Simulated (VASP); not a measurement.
# Zn (Immm) in VASP: further runs

The runs below take Zn through single point, with PBEsol.

All numbers are computed with VASP 6.6.1; they aren't measurements. Logs are shortened: lines on timing, memory, paths and dates and some standing lists are left out, and cuts for length are marked.

### 1 The cell of the first run

Symmetry: Immm, No. 71, orthorhombic system. The conventional cell has a = 2.968 Å, b = 3.060 Å, c = 3.152 Å, α = 90.00°, β = 90.00°, γ = 90.00°. Within 3.5 Å of Zn (site symmetry mmm) lie 14 Zn at 2.65 to 3.15 Å.

### 2 Single point, PBEsol (normal strain along x -0.0300, normal strain along z +0.0300)

INCAR reads:

```
PREC     = Accurate       # precision mode
ENCUT    = 520            # plane-wave cutoff, eV
EDIFF    = 1E-6           # SCF threshold, eV
ISMEAR   = 0              # smearing method
SIGMA    = 0.15           # smearing width, eV
LREAL    = F              # projectors in reciprocal space
LASPH    = T              # aspherical terms in the spheres
NELM     = 80             # most SCF steps
ALGO     = Fast           # electronic algorithm
ISIF     = 2              # what is computed and relaxed
LWAVE    = F              # write WAVECAR
LCHARG   = F              # write CHGCAR
GGA      = PS             # functional
NBANDS   = 12             # bands
```

KPOINTS reads:

```
regular mesh
0
Gamma
  20 20 20
```

POSCAR reads:

```
Zn
1.0
   -1.4841722663      1.5300745013      1.5759767363
    1.4841722663     -1.5300745013      1.5759767363
    1.4841722663      1.5300745013     -1.5759767363
Zn
1
Direct
    0.0000000000      0.0000000000      0.0000000000
```

Potentials or basis: VASP PAW PBE potentials, release 64 (Zn).

Command:

```sh
cat potpaw_PBE.64/Zn/POTCAR > POTCAR
mpirun -np 1 vasp_std > vasp.out
```

OUTCAR:

```text
PREC = Accurate
   ENCUT = 520
   EDIFF = 1E-6
   ISMEAR = 0
   LREAL = F
   LASPH = T
   NELM = 80
   ISIF = 2
   GGA = PS

 ion  position               nearest neighbor table
   1  0.000  0.000  0.000-

  LATTYP: Found a body centered orthorhombic cell.
 ALAT       =     2.9683445326
 B/A-ratio  =     1.0309278350
 C/A-ratio  =     1.0618556700

  Lattice vectors:

 A1 = (  -1.4841722663,   1.5300745013,   1.5759767363)
 A2 = (   1.4841722663,  -1.5300745013,   1.5759767363)
 A3 = (   1.4841722663,   1.5300745013,  -1.5759767363)

Analysis of symmetry for initial positions (statically):
=====================================================================
 Subroutine PRICEL returns:
 Original cell was already a primitive cell.

 Routine SETGRP: Setting up the symmetry group for a
 body centered orthorhombic supercell.

 Subroutine GETGRP returns: Found  8 space group operations
 (whereof  8 operations were pure point group operations)
 out of a pool of  8 trial point group operations.

The static configuration has the point symmetry D_2h.

Analysis of symmetry for dynamics (positions and initial velocities):
=====================================================================
 Subroutine PRICEL returns:
 Original cell was already a primitive cell.

 Routine SETGRP: Setting up the symmetry group for a
 body centered orthorhombic supercell.

 Subroutine GETGRP returns: Found  8 space group operations
 (whereof  8 operations were pure point group operations)
 out of a pool of  8 trial point group operations.

The dynamic configuration has the point symmetry D_2h.

 Subroutine INISYM returns: Found  8 space group operations
 (whereof  8 operations are pure point group operations),
 and found     1 'primitive' translations

----------------------------------------------------------------------------------------

                                     Primitive cell

  volume of cell :      14.3155

  direct lattice vectors                    reciprocal lattice vectors
    -1.484172266  1.530074501  1.575976736     0.000000000  0.326781473  0.317263566
     1.484172266 -1.530074501  1.575976736     0.336888117  0.000000000  0.317263566
     1.484172266  1.530074501 -1.575976736     0.336888117  0.326781473  0.000000000

  length of vectors
     2.650961706  2.650961706  2.650961706     0.455458343  0.462763194  0.469339679

  position of ions in fractional coordinates (direct lattice)
     0.000000000  0.000000000  0.000000000

  ion indices of the primitive-cell ions
   primitive index   ion index
                 1           1

----------------------------------------------------------------------------------------

 KPOINTS: regular mesh

Automatic generation of k-mesh.
 Grid dimensions read from file:
 generate k-points for:   20   20   20

 Generating k-lattice:

  Cartesian coordinates                     Fractional coordinates (reciprocal lattice)
     0.000000000  0.016339074  0.015863178     0.050000000  0.000000000 -0.000000000
     0.016844406  0.000000000  0.015863178     0.000000000  0.050000000  0.000000000
     0.016844406  0.016339074  0.000000000    -0.000000000  0.000000000  0.050000000

  Length of vectors
     0.022772917  0.023138160  0.023466984

  Shift w.r.t. Gamma in fractional coordinates (k-lattice)
     0.000000000  0.000000000  0.000000000

 Subroutine IBZKPT returns following result:
 ===========================================

 Found   1166 irreducible k-points:

 Following reciprocal coordinates:
            Coordinates               Weight
  0.000000  0.000000  0.000000      1.000000
  0.050000  0.000000 -0.000000      4.000000
  0.100000  0.000000 -0.000000      4.000000
  0.150000  0.000000  0.000000      4.000000
  0.200000  0.000000 -0.000000      4.000000
  0.250000  0.000000 -0.000000      4.000000
[... 16 lines left out ...]
 -0.450000  0.050000  0.000000      8.000000
 -0.400000  0.050000  0.000000      8.000000
 [... further k-points ...]
   k-points           NKPTS =   1166   k-points in BZ     NKDIM =   1166   number of bands    NBANDS=     12
   number of dos      NEDOS =    301   number of ions     NIONS =      1
   total plane-waves  NPLWV =   8000
   dimension x,y,z NGX =    20 NGY =   20 NGZ =   20
   dimension x,y,z NGXF=    40 NGYF=   40 NGZF=   40
   ions per type =               1
   NGX,Y,Z   is equivalent  to a cutoff of  12.54, 12.54, 12.54 a.u.
   NGXF,Y,Z  is equivalent  to a cutoff of  25.08, 25.08, 25.08 a.u.
 SYSTEM =  unknown system
   PREC   = accura    normal or accurate (medium, high low for compatibility)
   ISTART =      0    job   : 0-new  1-cont  2-samecut
   ICHARG =      2    charge: 1-file 2-atom 10-const
   ISPIN  =      1    spin polarized calculation?
   LNONCOLLINEAR =      F non collinear calculations
   LSORBIT =      F    spin-orbit coupling
   LASPH  =      T    aspherical Exc in radial PAW
   ENCUT  =  520.0 eV  38.22 Ry    6.18 a.u.   4.93  4.93  4.93*2*pi/ulx,y,z
   NELM   =     80;   NELMIN=  2; NELMDL= -5     # of ELM steps
   EDIFF  = 0.1E-05   stopping-criterion for ELM
   LREAL  =      F    real-space projection
   EDIFFG = 0.1E-04   stopping-criterion for IOM
   NSW    =      0    number of steps for IOM
   IBRION =     -1    ionic relax: 0-MD 1-quasi-New 2-CG
   NFREE  =      0    steps in history (QN), initial steepest desc. (CG)
   ISIF   =      2    stress and relaxation
   ISYM   =      2    0-nonsym 1-usesym 2-fastsym
   POTIM  = 0.5000    time-step for ionic-motion
   TEBEG  =    0.0;   TEEND  =   0.0 temperature during run
   PSTRESS=    0.0 pullay stress
   NELECT =      12.0000    total number of electrons
   NUPDOWN=      -1.0000    fix difference up-down
   EMIN   =  10.00;   EMAX   =-10.00  energy-range for DOS
   EFERMI =   0.00;   METHOD = LEGACY
   ISMEAR =     0;   SIGMA  =   0.15  broadening in eV -4-tet -1-fermi 0-gaus
   EFERMI_NEDOS =   21; number of points for ismear=-14 and -15
   IALGO  =     68    algorithm
   IMIX   =      4    mixing-type and parameters
     AMIX     =   0.40;   BMIX     =  1.00
     AMIX_MAG =   1.60;   BMIX_MAG =  1.00
  volume/ion in A,a.u.               =      14.32        96.61
  Fermi-wavevector in a.u.,A,eV,Ry     =   1.543594  2.916969 32.418353  2.382682
  Thomas-Fermi vector in A             =   2.649235
   LORBIT       =      0    0 simple, 1 ext, 2 COOP (PROOUT), +10 PAW based schemes
   GGA     = PS    functional components
   LHFCALC =     F    Hartree Fock is set to
   AEXX    =    0.0000 exact exchange contribution
   IVDW    =     0    specifies the selected vdW correction
   LEPSILON=     F    determine dielectric tensor
   LRPA    =     F    only Hartree local field effects (RPA)
 non-spin polarized calculation
 RMM-DIIS sequential band-by-band and
 Gauss-broadening in eV      SIGMA  =   0.15
  energy-cutoff  :      520.00
  volume of cell :       14.32
 maximum number of plane-waves:       402
   NGX =  9   NGY =  9   NGZ =  9

 number of electron      11.9999997 magnetization

 Free energy of the ion-electron system (eV)
  ---------------------------------------------------
  ext. energy  EPLUGINS =         0.00000000
  ---------------------------------------------------
  free energy    TOTEN  =        -1.49929910 eV

  energy without entropy =       -1.49581180  energy(sigma->0) =       -1.49755545

 E-fermi :   3.5451     XC(G=0): -12.0354

 val. band max:        3.5435579519   @ k =   0.3000   0.3500   0.0500
 cond. band min:       3.5459590488   @ k =   0.4500   0.4000   0.0500
 fundamental gap:      0.0024010969
 Fermi energy:         3.5451377562

 k-point     1 :       0.0000    0.0000    0.0000
  band No.  band energies     occupation
      1      -7.5057      2.00000
      2      -4.5298      2.00000
      3      -4.4619      2.00000
      4      -4.4055      2.00000
      5      -3.9529      2.00000
      6      -3.8545      2.00000
      7      23.0885      0.00000
      8      23.1864      0.00000
      9      24.0783      0.00000
     10      24.5429      0.00000
     11      25.4318      0.00000
     12      25.6605      0.00000

 k-point     2 :       0.0500    0.0000   -0.0000
  band No.  band energies     occupation
      1      -7.4248      2.00000
      2      -4.5269      2.00000
      3      -4.4581      2.00000
      4      -4.3966      2.00000
      5      -3.9607      2.00000
      6      -3.8562      2.00000
      7      21.4888      0.00000
      8      23.0714      0.00000
      9      23.4006      0.00000
     10      24.1343      0.00000
     11      24.8799      0.00000
     12      25.0007      0.00000

 k-point     3 :       0.1000    0.0000   -0.0000
  band No.  band energies     occupation
      1      -7.1849      2.00000
      2      -4.5177      2.00000
      3      -4.4689      2.00000
      4      -4.3483      2.00000
      5      -3.9813      2.00000
      6      -3.8605      2.00000
      7      18.9096      0.00000
      8      22.1742      0.00000
      9      22.4943      0.00000
     10      23.9274      0.00000
     11      23.9881      0.00000
     12      24.2128      0.00000
[... 286 lines left out ...]
 k-point    23 :      -0.4500    0.0500    0.0000
  band No.  band energies     occupation
      1      -5.2153      2.00000
      2      -4.7207      2.00000
      3      -4.0152      2.00000
      4      -3.8861      2.00000
      5      -3.6173      2.00000
      6      -1.0300      2.00000
      7       4.1732      0.00000
      8      15.6719      0.00000
      9      17.0789      0.00000
     10      21.0191      0.00000
     11      22.5922      0.00000
     12      28.3251      0.00000

 k-point    24 :      -0.4000    0.0500    0.0000
  band No.  band energies     occupation
      1      -5.2145      2.00000
      2      -4.6933      2.00000
      3      -4.0271      2.00000
      4      -3.8895      2.00000
      5      -3.7162      2.00000
      6      -2.2365      2.00000
      7       6.0372      0.00000
      8      16.0932      0.00000
      9      17.4021      0.00000
     10      21.2656      0.00000
     11      22.6994      0.00000
     12      27.2846      0.00000

 [... further k-points ...]
[... 5 lines left out ...]
  --------------------------------------------------------------------------------------
  -------------------------------------------------------------------------------------
  Total       -0.1158157      0.0379704      0.1657070     -0.0000000      0.0000000      0.0000000
  in kB      -12.9619837      4.2496067     18.5457647     -0.0000000      0.0000000      0.0000000
  external PRESSURE =       3.2777959 kB  Pullay stress =       0.0000000 kB

 VOLUME and BASIS-vectors are now :
 -----------------------------------------------------------------------------
  energy-cutoff  :      520.00
  volume of cell :       14.32
      direct lattice vectors                 reciprocal lattice vectors
    -1.484172266  1.530074501  1.575976736     0.000000000  0.326781473  0.317263566
     1.484172266 -1.530074501  1.575976736     0.336888117  0.000000000  0.317263566
     1.484172266  1.530074501 -1.575976736     0.336888117  0.326781473  0.000000000

 POSITION                                       TOTAL-FORCE (eV/Angst)
 -----------------------------------------------------------------------------------
      0.00000      0.00000      0.00000         0.000000      0.000000      0.000000
 -----------------------------------------------------------------------------------
    total drift:                               -0.000000     -0.000000     -0.000000

  FREE ENERGIE OF THE ION-ELECTRON SYSTEM (eV)
  ---------------------------------------------------
  free  energy   TOTEN  =        -1.4992991034 eV

  energy  without entropy=       -1.4958118018  energy(sigma->0) =       -1.49755545
```

It took 1.8 min on 1 thread of AMD EPYC 7R13 (Zen 3), shared host; peak memory 0.26 GiB.

Results:

* Free energy: -1.4993 eV
* Pressure: 0.3 GPa
* Band gap on the k mesh: zero (bands 6 and 7 overlap by 4.72 eV)

Stress tensor (GPa, compression positive):
```
-1.30  0.00  0.00
 0.00  0.42  0.00
 0.00  0.00  1.85
```

Levels at points of the mesh, in eV from the Fermi level:
```csv
k point,band 2,band 3,band 4,band 5,band 6,band 7,band 8,band 9,band 10,band 11
"(0.00, 0.00, 0.00)",-8.07,-8.01,-7.95,-7.50,-7.40,19.54,19.64,20.53,21.00,21.89
"(0.50, 0.00, 0.00)",-8.29,-7.55,-7.42,-7.07,-3.22,-1.23,12.57,13.94,16.57,18.29
"(0.00, 0.50, 0.00)",-8.36,-7.51,-7.36,-7.06,-3.04,-0.90,11.83,13.11,15.84,17.59
"(0.50, 0.50, 0.00)",-8.44,-7.43,-7.35,-7.05,-2.86,-0.60,11.17,12.36,15.19,16.94
"(0.50, 0.50, 0.50)",-8.66,-7.17,-7.15,-7.14,3.30,4.22,5.23,7.51,8.69,9.69
```

Caveat: the cell differs from its parent crystal (normal strain along x -0.0300, normal strain along z +0.0300); the PAW data sets were made with another functional, which shifts forces and pressure a little.

### 3 Single point, PBEsol (normal strain along x -0.0100, normal strain along z +0.0100)

INCAR reads:

```
SYSTEM = Zn
PREC     = Accurate       ! precision mode
ENCUT    = 520            ! plane-wave cutoff, eV
EDIFF    = 1E-6           ! SCF threshold, eV
ISMEAR   = 0              ! smearing method
SIGMA    = 0.15           ! smearing width, eV
LREAL    = .FALSE.        ! projectors in reciprocal space
LASPH    = .TRUE.         ! aspherical terms in the spheres
NELM     = 60             ! most SCF steps
ALGO     = Fast           ! electronic algorithm
ISIF     = 2              ! what is computed and relaxed
LWAVE    = .FALSE.        ! write WAVECAR
LCHARG   = .FALSE.        ! write CHGCAR
GGA      = PS             ! functional
NBANDS   = 12             ! bands
```

KPOINTS reads:

```
regular mesh
0
G
  20 20 20
  0 0 0
```

POSCAR reads:

```
Zn
1.0
   -1.5147737563      1.5300745013      1.5453752463
    1.5147737563     -1.5300745013      1.5453752463
    1.5147737563      1.5300745013     -1.5453752463
Zn
1
Direct
    0.0000000000      0.0000000000      0.0000000000
```

Potentials or basis: VASP PAW PBE potentials, release 64 (Zn).

Command:

```sh
cat potpaw_PBE.64/Zn/POTCAR > POTCAR
mpirun -np 1 vasp_std > vasp.out
```

Wall time 1.8 min (1 thread of AMD EPYC 7R13 (Zen 3), shared host); peak memory 0.26 GiB.

The run converged. Its results:

```yaml
Free_energy: -1.4960 eV
Pressure: 0.3 GPa
Band_gap_on_the_k_mesh: zero (bands 6 and 7 overlap by 4.94 eV)
```

Stress tensor (GPa, compression positive):
```
-0.16  0.00  0.00
 0.00  0.20  0.00
 0.00  0.00  0.77
```

Levels at points of the mesh, in eV from the Fermi level:
```csv
k point,band 4,band 5,band 6,band 7,band 8,band 9
"(0.00, 0.00, 0.00)",-8.00,-7.47,-7.44,19.96,20.06,20.28
"(0.50, 0.00, 0.00)",-7.42,-7.07,-3.11,-1.04,12.04,13.36
"(0.00, 0.50, 0.00)",-7.41,-7.07,-3.05,-0.93,11.80,13.10
"(0.50, 0.50, 0.00)",-7.40,-7.07,-2.99,-0.83,11.57,12.84
"(0.50, 0.50, 0.50)",-7.16,-7.16,3.90,4.21,4.54,8.11
```

Caveat: the cell differs from its parent crystal (normal strain along x -0.0100, normal strain along z +0.0100); the PAW data sets were made with another functional, which shifts forces and pressure a little.

### 4 Single point, PBEsol (normal strain along x -0.0200, normal strain along z +0.0300)

INCAR reads:

```
SYSTEM = Zn
ALGO = Fast
EDIFF = 1E-6
ENCUT = 520
GGA = PS
ISIF = 2
ISMEAR = 0
LASPH = .True.
LCHARG = .False.
LREAL = .False.
LWAVE = .False.
NBANDS = 12
NELM = 100
PREC = Accurate
SIGMA = 0.15
```

KPOINTS reads:

```
k-points
0
Gamma
  20 20 20
  0 0 0
```

POSCAR reads:

```
Zn
1.0
   -1.4994730113      1.5300745013      1.5759767363
    1.4994730113     -1.5300745013      1.5759767363
    1.4994730113      1.5300745013     -1.5759767363
Zn
1
Direct
    0.0000000000      0.0000000000      0.0000000000
```

Command:

```sh
cat potpaw_PBE.64/Zn/POTCAR > POTCAR
mpirun -np 1 vasp_std > vasp.out
```

Run time: 1.8 min. Hardware: 1 thread of AMD EPYC 7R13 (Zen 3), shared host; peak memory 0.26 GiB.

It converged, with:

```
Free energy            : -1.4980 eV
Pressure               : -0.5 GPa
Band gap on the k mesh : zero (bands 6 and 7 overlap by 4.69 eV)
```

Stress tensor (GPa, compression positive):
```
-1.54  0.00  0.00
 0.00 -0.65  0.00
 0.00  0.00  0.69
```

Levels at points of the mesh, in eV from the Fermi level:
```
           k point  band 2  band 3  band 4  band 5  band 6  band 7  band 8  band 9  band 10  band 11
(0.00, 0.00, 0.00)   -8.02   -7.98   -7.92   -7.46   -7.38   19.53   19.68   20.24    20.86    21.70
(0.50, 0.00, 0.00)   -8.26   -7.50   -7.39   -7.05   -3.13   -1.17   12.31   13.68    16.31    18.00
(0.00, 0.50, 0.00)   -8.31   -7.47   -7.35   -7.04   -3.01   -0.95   11.82   13.14    15.83    17.54
(0.50, 0.50, 0.00)   -8.38   -7.40   -7.34   -7.03   -2.83   -0.66   11.16   12.38    15.18    16.88
(0.50, 0.50, 0.50)   -8.61   -7.14   -7.13   -7.12    3.40    4.32    4.98    7.56     8.74     9.39
```

Caveat: the cell differs from its parent crystal (normal strain along x -0.0200, normal strain along z +0.0300); the PAW data sets were made with another functional, which shifts forces and pressure a little.

### 5 Single point, PBEsol (normal strain along x -0.0100, normal strain along z +0.0200)

INCAR reads:

```
SYSTEM = Zn
PREC = Accurate
ENCUT = 520
EDIFF = 1E-6
ISMEAR = 0
SIGMA = 0.15
LREAL = .FALSE.
LASPH = .TRUE.
NELM = 80
ALGO = Fast
ISIF = 2
LWAVE = .FALSE.
LCHARG = .FALSE.
GGA = PS
NBANDS = 12
```

KPOINTS reads:

```
Automatic mesh
0
G
  20 20 20
  0 0 0
```

POSCAR reads:

```
Zn
1.0
   -1.5147737563      1.5300745013      1.5606759913
    1.5147737563     -1.5300745013      1.5606759913
    1.5147737563      1.5300745013     -1.5606759913
Zn
1
Direct
    0.0000000000      0.0000000000      0.0000000000
```

Command:

```sh
cat potpaw_PBE.64/Zn/POTCAR > POTCAR
mpirun -np 1 vasp_std > vasp.out
```

It took 1.8 min on 1 thread of AMD EPYC 7R13 (Zen 3), shared host; peak memory 0.26 GiB.

The run converged. Its results:

- Free energy: -1.4965 eV
- Pressure: -0.5 GPa
- Band gap on the k mesh: zero (bands 6 and 7 overlap by 4.89 eV)

Stress tensor (GPa, compression positive):
```
-1.03  0.00  0.00
 0.00 -0.78  0.00
 0.00  0.00  0.22
```

Levels at points of the mesh, in eV from the Fermi level:
```tsv
k point	band 3	band 4	band 5	band 6	band 7	band 8	band 9	band 10
(0.00, 0.00, 0.00)	-7.98	-7.94	-7.44	-7.39	19.71	19.88	20.12	20.96
(0.50, 0.00, 0.00)	-7.48	-7.38	-7.05	-3.07	-1.08	12.05	13.40	16.06
(0.00, 0.50, 0.00)	-7.46	-7.37	-7.04	-3.01	-0.97	11.81	13.13	15.83
(0.50, 0.50, 0.00)	-7.41	-7.36	-7.04	-2.90	-0.77	11.36	12.62	15.38
(0.50, 0.50, 0.50)	-7.14	-7.13	-7.12	3.69	4.31	4.64	7.85	8.73
```

Caveat: the cell differs from its parent crystal (normal strain along x -0.0100, normal strain along z +0.0200); the PAW data sets were made with another functional, which shifts forces and pressure a little.

(Continued in part 2 of 2.)
